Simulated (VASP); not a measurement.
# Ti (P6_3/mmc) in VASP: further runs

Ti is run at these levels: PBE; tasks: electric field gradients.

All numbers are computed with VASP 6.6.1; they aren't measurements. Logs are shortened: lines on timing, memory, paths and dates and some standing lists are left out, and cuts for length are marked.

### 1 The cell of the first run

The structure is hexagonal, space group P6_3/mmc (No. 194). Conventional cell: a = 2.970 Å, b = 2.970 Å, c = 4.717 Å, α = 90.00°, β = 90.00°, γ = 120.00°. Within 3.8 Å of Ti (site symmetry -6m2) lie 12 Ti at 2.92 to 2.97 Å.

### 2 Electric field gradients, PBE (volume scaled by 1.02)

Input file INCAR:

```
PREC = Accurate
ENCUT = 520
EDIFF = 1E-8
ISMEAR = -1
SIGMA = 0.08
LREAL = False
LASPH = True
NELM = 60
ALGO = Normal
ISIF = 2
LWAVE = False
LCHARG = False
GGA = PE
LEFG = True
NBANDS = 19
```

Input file KPOINTS:

```
regular mesh
0
Gamma
  13 13 7
```

Input file POSCAR:

```
Ti
1.0
    2.9695348394      0.0000000000      0.0000000000
   -1.4847674197      2.5716926084      0.0000000000
    0.0000000000      0.0000000000      4.7170340170
Ti
2
Direct
    0.3333333333      0.6666666667      0.2500000000
    0.6666666667      0.3333333333      0.7500000000
```

Potentials or basis: VASP PAW PBE potentials, release 64 (Ti_sv).

The run is started by

```console
$ cat potpaw_PBE.64/Ti_sv/POTCAR > POTCAR
$ mpirun -np 1 vasp_std > vasp.out
```

OUTCAR:

```text
PREC = Accurate
   ENCUT = 520
   EDIFF = 1E-8
   ISMEAR = -1
   LREAL = False
   LASPH = True
   NELM = 60
   ISIF = 2
   GGA = PE

 ion  position               nearest neighbor table
   1  0.333  0.667  0.250-   2 2.92   2 2.92   2 2.92   2 2.92   2 2.92   2 2.92
   2  0.667  0.333  0.750-   1 2.92   1 2.92   1 2.92   1 2.92   1 2.92   1 2.92

  LATTYP: Found a hexagonal cell.
 ALAT       =     2.9695348394
 C/A-ratio  =     1.5884757284

  Lattice vectors:

 A1 = (   2.9695348394,   0.0000000000,   0.0000000000)
 A2 = (  -1.4847674197,   2.5716926084,   0.0000000000)
 A3 = (   0.0000000000,   0.0000000000,   4.7170340170)

Analysis of symmetry for initial positions (statically):
=====================================================================
 Subroutine PRICEL returns:
 Original cell was already a primitive cell.

 Routine SETGRP: Setting up the symmetry group for a
 hexagonal supercell.

 Subroutine GETGRP returns: Found 24 space group operations
 (whereof 12 operations were pure point group operations)
 out of a pool of 24 trial point group operations.

The static configuration has the point symmetry D_3d.
 The point group associated with its full space group is D_6h.

Analysis of symmetry for dynamics (positions and initial velocities):
=====================================================================
 Subroutine PRICEL returns:
 Original cell was already a primitive cell.

 Routine SETGRP: Setting up the symmetry group for a
 hexagonal supercell.

 Subroutine GETGRP returns: Found 24 space group operations
 (whereof 12 operations were pure point group operations)
 out of a pool of 24 trial point group operations.

The dynamic configuration has the point symmetry D_3d.
 The point group associated with its full space group is D_6h.

 Subroutine INISYM returns: Found 24 space group operations
 (whereof 12 operations are pure point group operations),
 and found     1 'primitive' translations

----------------------------------------------------------------------------------------

                                     Primitive cell

  volume of cell :      36.0227

  direct lattice vectors                    reciprocal lattice vectors
     2.969534839  0.000000000  0.000000000     0.336753079  0.194424481  0.000000000
    -1.484767420  2.571692608  0.000000000     0.000000000  0.388848961  0.000000000
     0.000000000  0.000000000  4.717034017     0.000000000  0.000000000  0.211997623

  length of vectors
     2.969534839  2.969534839  4.717034017     0.388848961  0.388848961  0.211997623

  position of ions in fractional coordinates (direct lattice)
     0.333333333  0.666666667  0.250000000
     0.666666667  0.333333333  0.750000000

  ion indices of the primitive-cell ions
   primitive index   ion index
                 1           1
                 2           2

----------------------------------------------------------------------------------------

 KPOINTS: regular mesh

Automatic generation of k-mesh.
 Grid dimensions read from file:
 generate k-points for:   13   13    7

 Generating k-lattice:

  Cartesian coordinates                     Fractional coordinates (reciprocal lattice)
     0.025904083  0.014955729  0.000000000     0.076923077 -0.000000000  0.000000000
     0.000000000  0.029911459  0.000000000     0.000000000  0.076923077  0.000000000
     0.000000000  0.000000000  0.030285375     0.000000000  0.000000000  0.142857143

  Length of vectors
     0.029911459  0.029911459  0.030285375

  Shift w.r.t. Gamma in fractional coordinates (k-lattice)
     0.000000000  0.000000000  0.000000000

 Subroutine IBZKPT returns following result:
 ===========================================

 Found     84 irreducible k-points:

 Following reciprocal coordinates:
            Coordinates               Weight
  0.000000  0.000000  0.000000      1.000000
  0.076923  0.000000  0.000000      6.000000
  0.153846  0.000000  0.000000      6.000000
  0.230769  0.000000  0.000000      6.000000
  0.307692  0.000000  0.000000      6.000000
  0.384615  0.000000  0.000000      6.000000
[... 16 lines left out ...]
  0.076923  0.000000  0.142857     12.000000
  0.153846  0.000000  0.142857     12.000000
 [... further k-points ...]
   k-points           NKPTS =     84   k-points in BZ     NKDIM =     84   number of bands    NBANDS=     19
   number of dos      NEDOS =    301   number of ions     NIONS =      2
   total plane-waves  NPLWV =  20736
   dimension x,y,z NGX =    24 NGY =   24 NGZ =   36
   dimension x,y,z NGXF=    48 NGYF=   48 NGZF=   72
   ions per type =               2
   NGX,Y,Z   is equivalent  to a cutoff of  13.44, 13.44, 12.69 a.u.
   NGXF,Y,Z  is equivalent  to a cutoff of  26.87, 26.87, 25.38 a.u.
 SYSTEM =  unknown system
   PREC   = accura    normal or accurate (medium, high low for compatibility)
   ISTART =      0    job   : 0-new  1-cont  2-samecut
   ICHARG =      2    charge: 1-file 2-atom 10-const
   ISPIN  =      1    spin polarized calculation?
   LNONCOLLINEAR =      F non collinear calculations
   LSORBIT =      F    spin-orbit coupling
   LASPH  =      T    aspherical Exc in radial PAW
   ENCUT  =  520.0 eV  38.22 Ry    6.18 a.u.   5.52  5.52  8.77*2*pi/ulx,y,z
   NELM   =     60;   NELMIN=  2; NELMDL= -5     # of ELM steps
   EDIFF  = 0.1E-07   stopping-criterion for ELM
   LREAL  =      F    real-space projection
   EDIFFG = 0.1E-06   stopping-criterion for IOM
   NSW    =      0    number of steps for IOM
   IBRION =     -1    ionic relax: 0-MD 1-quasi-New 2-CG
   NFREE  =      0    steps in history (QN), initial steepest desc. (CG)
   ISIF   =      2    stress and relaxation
   ISYM   =      2    0-nonsym 1-usesym 2-fastsym
   POTIM  = 0.5000    time-step for ionic-motion
   TEBEG  =    0.0;   TEEND  =   0.0 temperature during run
   PSTRESS=    0.0 pullay stress
   NELECT =      24.0000    total number of electrons
   NUPDOWN=      -1.0000    fix difference up-down
   EMIN   =  10.00;   EMAX   =-10.00  energy-range for DOS
   EFERMI =   0.00;   METHOD = LEGACY
   ISMEAR =    -1;   SIGMA  =   0.08  broadening in eV -4-tet -1-fermi 0-gaus
   EFERMI_NEDOS =   21; number of points for ismear=-14 and -15
   IALGO  =     38    algorithm
   IMIX   =      4    mixing-type and parameters
     AMIX     =   0.40;   BMIX     =  1.00
     AMIX_MAG =   1.60;   BMIX_MAG =  1.00
  volume/ion in A,a.u.               =      18.01       121.55
  Fermi-wavevector in a.u.,A,eV,Ry     =   1.429837  2.701999 27.816196  2.044433
  Thomas-Fermi vector in A             =   2.549747
   LORBIT       =      0    0 simple, 1 ext, 2 COOP (PROOUT), +10 PAW based schemes
   GGA     = PE    functional components
   LHFCALC =     F    Hartree Fock is set to
   AEXX    =    0.0000 exact exchange contribution
   IVDW    =     0    specifies the selected vdW correction
   LEPSILON=     F    determine dielectric tensor
   LRPA    =     F    only Hartree local field effects (RPA)
 non-spin polarized calculation
  energy-cutoff  :      520.00
  volume of cell :       36.02
 maximum number of plane-waves:      1002
 NGX is ok and might be reduce to    24
   NGX = 11   NGY = 11   NGZ = 17

 number of electron      24.0000001 magnetization

 Free energy of the ion-electron system (eV)
  ---------------------------------------------------
  ext. energy  EPLUGINS =         0.00000000
  ---------------------------------------------------
  free energy    TOTEN  =       -15.67876598 eV

  energy without entropy =      -15.62901742  energy(sigma->0) =      -15.65389170

 E-fermi :   7.9456     XC(G=0): -11.3270

 val. band max:        7.9440844903   @ k =   0.3077   0.2308   0.4286
 cond. band min:       7.9487878415   @ k =   0.2308   0.2308   0.4286
 fundamental gap:      0.0047033512
 Fermi energy:         7.9456074406

 k-point     1 :       0.0000    0.0000    0.0000
  band No.  band energies     occupation
      1     -48.9607      2.00000
      2     -48.8442      2.00000
      3     -25.5047      2.00000
      4     -24.9341      2.00000
      5     -24.9341      2.00000
      6     -24.8796      2.00000
[... 11 lines left out ...]
     18       9.5323      0.00000
     19      10.9740      0.00000

 k-point     2 :       0.0769    0.0000    0.0000
  band No.  band energies     occupation
      1     -48.9557      2.00000
      2     -48.8422      2.00000
      3     -25.4933      2.00000
      4     -24.9577      2.00000
      5     -24.9419      2.00000
      6     -24.8844      2.00000
[... 476 lines left out ...]
 k-point    24 :       0.1538    0.0000    0.1429
  band No.  band energies     occupation
      1     -48.9364      2.00000
      2     -48.8420      2.00000
      3     -25.4364      2.00000
      4     -25.0171      2.00000
      5     -24.9717      2.00000
      6     -24.9581      2.00000
[... 11 lines left out ...]
     18       9.6706      0.00000
     19      11.0972      0.00000

 [... further k-points ...]
[... 5 lines left out ...]
  --------------------------------------------------------------------------------------
  -------------------------------------------------------------------------------------
  Total       -0.8259372     -0.8259372     -0.9206169      0.0000000     -0.0000000      0.0000000
  in kB      -36.7350921    -36.7350921    -40.9461485      0.0000000     -0.0000000      0.0000000
  external PRESSURE =     -38.1387775 kB  Pullay stress =       0.0000000 kB

 VOLUME and BASIS-vectors are now :
 -----------------------------------------------------------------------------
  energy-cutoff  :      520.00
  volume of cell :       36.02
      direct lattice vectors                 reciprocal lattice vectors
     2.969534839  0.000000000  0.000000000     0.336753079  0.194424481  0.000000000
    -1.484767420  2.571692608  0.000000000     0.000000000  0.388848961  0.000000000
     0.000000000  0.000000000  4.717034017     0.000000000  0.000000000  0.211997623

 POSITION                                       TOTAL-FORCE (eV/Angst)
 -----------------------------------------------------------------------------------
     -0.00000      1.71446      1.17926         0.000000      0.000000      0.000000
      1.48477      0.85723      3.53778        -0.000000      0.000000      0.000000
 -----------------------------------------------------------------------------------
    total drift:                               -0.000000      0.000000     -0.000000

  FREE ENERGIE OF THE ION-ELECTRON SYSTEM (eV)
  ---------------------------------------------------
  free  energy   TOTEN  =       -15.6787659813 eV

  energy  without entropy=      -15.6290174201  energy(sigma->0) =      -15.65389170

 Electric field gradients (V/A^2)
---------------------------------------------------------------------
 ion       V_xx      V_yy      V_zz      V_xy      V_xz      V_yz
---------------------------------------------------------------------
   1      -7.839    -7.840    15.678    -0.001     0.000    -0.000
   2      -7.839    -7.840    15.678    -0.001    -0.000     0.000
---------------------------------------------------------------------

 Electric field gradients after diagonalization (V/A^2)
 (convention: |V_zz| > |V_xx| > |V_yy|)
----------------------------------------------------------------------
 ion       V_xx      V_yy      V_zz     asymmetry (V_yy - V_xx)/ V_zz
----------------------------------------------------------------------
   1      -7.840    -7.839    15.678       0.000
   2      -7.840    -7.839    15.678       0.000
----------------------------------------------------------------------

           NMR quadrupolar parameters

 Cq : quadrupolar parameter    Cq=e*Q*V_zz/h
 eta: asymmetry parameters     (V_yy - V_xx)/ V_zz
 Q  : nuclear electric quadrupole moment in mb (millibarn)
----------------------------------------------------------------------
 ion       Cq(MHz)       eta       Q (mb)
----------------------------------------------------------------------
   1       0.038       0.000       1.000
   2       0.038       0.000       1.000
----------------------------------------------------------------------
```

It took 24 s on 1 thread of Intel Xeon 6975P-C (Granite Rapids), shared host; peak memory 0.17 GiB.

Results:

```yaml
Free_energy: -15.6788 eV
Pressure: -3.8 GPa
Band_gap_on_the_k_mesh: zero (band 12 reaches 8.71 eV, above the bottom of band 13 at 7.65 eV)
```

Stress tensor (GPa, compression positive):
```
-3.67  0.00  0.00
 0.00 -3.67  0.00
 0.00  0.00 -4.09
```

Levels at points of the mesh, in eV from the Fermi level:
| k point | band 8 | band 9 | band 10 | band 11 | band 12 | band 13 | band 14 | band 15 | band 16 | band 17 |
| --- | --- | --- | --- | --- | --- | --- | --- | --- | --- | --- |
| (0.00, 0.00, 0.00) | -32.79 | -6.11 | -2.59 | 0.66 | 0.77 | 0.77 | 0.85 | 1.24 | 1.24 | 1.59 |

Electric field gradients, principal values (V/Å²):
```tsv
atom	least	middle	greatest (by size)
1 Ti	-7.839	-7.840	15.678
2 Ti	-7.839	-7.840	15.678
```

Caveat: without QUAD_EFG the Cq values of the log hold for a quadrupole moment of 1 mb, not for the nuclei.

### 3 Electric field gradients, PBE (volume scaled by 1.04)

Input file INCAR:

```
SYSTEM = Ti
  ALGO = Normal
  EDIFF = 1E-8
  ENCUT = 520
  GGA = PE
  ISIF = 2
  ISMEAR = -1
  LASPH = .TRUE.
  LCHARG = .FALSE.
  LEFG = .TRUE.
  LREAL = .FALSE.
  LWAVE = .FALSE.
  NBANDS = 19
  NELM = 100
  PREC = Accurate
  SIGMA = 0.08
```

Input file KPOINTS:

```
k-points
0
G
  13 13 7
  0 0 0
```

Input file POSCAR:

```
Ti
1.0
    2.9888180735      0.0000000000      0.0000000000
   -1.4944090368      2.5883923789      0.0000000000
    0.0000000000      0.0000000000      4.7476649663
Ti
2
Direct
    0.3333333333      0.6666666667      0.2500000000
    0.6666666667      0.3333333333      0.7500000000
```

Potentials or basis: VASP PAW PBE potentials, release 64 (Ti_sv).

The run is started by

```console
$ cat potpaw_PBE.64/Ti_sv/POTCAR > POTCAR
$ mpirun -np 1 vasp_std > vasp.out
```

OUTCAR:

```text
SYSTEM = Ti
   EDIFF = 1E-8
   ENCUT = 520
   GGA = PE
   ISIF = 2
   ISMEAR = -1
   LASPH = .TRUE.
   LREAL = .FALSE.
   NELM = 100
   PREC = Accurate

 ion  position               nearest neighbor table
   1  0.333  0.667  0.250-
   2  0.667  0.333  0.750-

  LATTYP: Found a hexagonal cell.
 ALAT       =     2.9888180735
 C/A-ratio  =     1.5884757284

  Lattice vectors:

 A1 = (   2.9888180735,   0.0000000000,   0.0000000000)
 A2 = (  -1.4944090368,   2.5883923789,   0.0000000000)
 A3 = (   0.0000000000,   0.0000000000,   4.7476649663)

Analysis of symmetry for initial positions (statically):
=====================================================================
 Subroutine PRICEL returns:
 Original cell was already a primitive cell.

 Routine SETGRP: Setting up the symmetry group for a
[... 719 lines left out ...]
  energy-cutoff  :      520.00
  volume of cell :       36.73
      direct lattice vectors                 reciprocal lattice vectors
     2.988818074  0.000000000  0.000000000     0.334580418  0.193170094  0.000000000
    -1.494409037  2.588392379  0.000000000     0.000000000  0.386340189  0.000000000
     0.000000000  0.000000000  4.747664966     0.000000000  0.000000000  0.210629858

 POSITION                                       TOTAL-FORCE (eV/Angst)
 -----------------------------------------------------------------------------------
     -0.00000      1.72559      1.18692         0.000000      0.000000      0.000000
      1.49441      0.86280      3.56075         0.000000      0.000000      0.000000
 -----------------------------------------------------------------------------------
    total drift:                               -0.000000      0.000000     -0.000000

  FREE ENERGIE OF THE ION-ELECTRON SYSTEM (eV)
  ---------------------------------------------------
  free  energy   TOTEN  =       -15.6581726207 eV

  energy  without entropy=      -15.6072886900  energy(sigma->0) =      -15.63273066

 Electric field gradients (V/A^2)
---------------------------------------------------------------------
 ion       V_xx      V_yy      V_zz      V_xy      V_xz      V_yz
---------------------------------------------------------------------
   1      -7.461    -7.462    14.923    -0.001     0.000    -0.000
   2      -7.461    -7.462    14.923    -0.001    -0.000     0.000
---------------------------------------------------------------------

 Electric field gradients after diagonalization (V/A^2)
 (convention: |V_zz| > |V_xx| > |V_yy|)
----------------------------------------------------------------------
 ion       V_xx      V_yy      V_zz     asymmetry (V_yy - V_xx)/ V_zz
----------------------------------------------------------------------
   1      -7.462    -7.460    14.923       0.000
   2      -7.462    -7.460    14.923       0.000
----------------------------------------------------------------------

           NMR quadrupolar parameters

 Cq : quadrupolar parameter    Cq=e*Q*V_zz/h
 eta: asymmetry parameters     (V_yy - V_xx)/ V_zz
 Q  : nuclear electric quadrupole moment in mb (millibarn)
----------------------------------------------------------------------
 ion       Cq(MHz)       eta       Q (mb)
----------------------------------------------------------------------
   1       0.036       0.000       1.000
   2       0.036       0.000       1.000
----------------------------------------------------------------------
```

OSZICAR:

```text
N       E                     dE             d eps       ncg     rms          rms(c)
DAV:   1     0.265466341457E+03    0.26547E+03   -0.13045E+04  3200   0.155E+03
DAV:   2     0.126303200325E+02   -0.25284E+03   -0.24882E+03  3273   0.439E+02
DAV:   3    -0.166133108134E+02   -0.29244E+02   -0.28901E+02  6022   0.123E+02
DAV:   4    -0.178497691706E+02   -0.12365E+01   -0.12353E+01  3669   0.266E+01
DAV:   5    -0.179130157045E+02   -0.63247E-01   -0.63237E-01  4780   0.420E+00    0.113E+01
DAV:   6    -0.156588481277E+02    0.22542E+01   -0.85493E+00  3734   0.285E+01    0.270E+00
DAV:   7    -0.156441085269E+02    0.14740E-01   -0.67212E-01  4769   0.575E+00    0.201E+00
DAV:   8    -0.156650414599E+02   -0.20933E-01   -0.18445E-01  3554   0.494E+00    0.629E-01
DAV:   9    -0.156578251352E+02    0.72163E-02   -0.42751E-02  3706   0.201E+00    0.661E-02
DAV:  10    -0.156581272106E+02   -0.30208E-03   -0.25683E-03  4652   0.301E-01    0.774E-02
DAV:  11    -0.156581804621E+02   -0.53251E-04   -0.12432E-04  3730   0.735E-02    0.337E-02
DAV:  12    -0.156581710318E+02    0.94302E-05   -0.28627E-05  3761   0.429E-02    0.776E-03
DAV:  13    -0.156581717185E+02   -0.68673E-06   -0.17114E-06  3748   0.121E-02    0.780E-04
DAV:  14    -0.156581723579E+02   -0.63933E-06   -0.17421E-07  4499   0.218E-03    0.822E-04
DAV:  15    -0.156581726168E+02   -0.25889E-06   -0.27939E-08  3209   0.134E-03    0.249E-04
DAV:  16    -0.156581726207E+02   -0.38922E-08   -0.29275E-09  1790   0.397E-04
   1 F= -.15658173E+02 E0= -.15632731E+02  d E =-.508839E-01
```

It took 22 s on 1 thread of Intel Xeon 6975P-C (Granite Rapids), shared host; peak memory 0.18 GiB.

What came out:

- Free energy: -15.6582 eV
- Pressure: -5.6 GPa
- Band gap on the k mesh: zero (band 12 reaches 8.50 eV, above the bottom of band 13 at 7.46 eV)

Stress tensor (GPa, compression positive):
```
-5.48  0.00  0.00
 0.00 -5.48  0.00
 0.00  0.00 -5.92
```

Levels at points of the mesh, in eV from the Fermi level:
```
           k point  band 8  band 9  band 10  band 11  band 12  band 13  band 14  band 15  band 16  band 17
(0.00, 0.00, 0.00)  -32.84   -6.06    -2.55     0.62     0.76     0.76     0.84     1.21     1.21     1.55
```

Electric field gradients, principal values (V/Å²):
| atom | least | middle | greatest (by size) |
| --- | --- | --- | --- |
| 1 Ti | -7.460 | -7.462 | 14.923 |
| 2 Ti | -7.460 | -7.462 | 14.923 |

Caveat: without QUAD_EFG the Cq values of the log hold for a quadrupole moment of 1 mb, not for the nuclei.

[end of part 1 of 2]
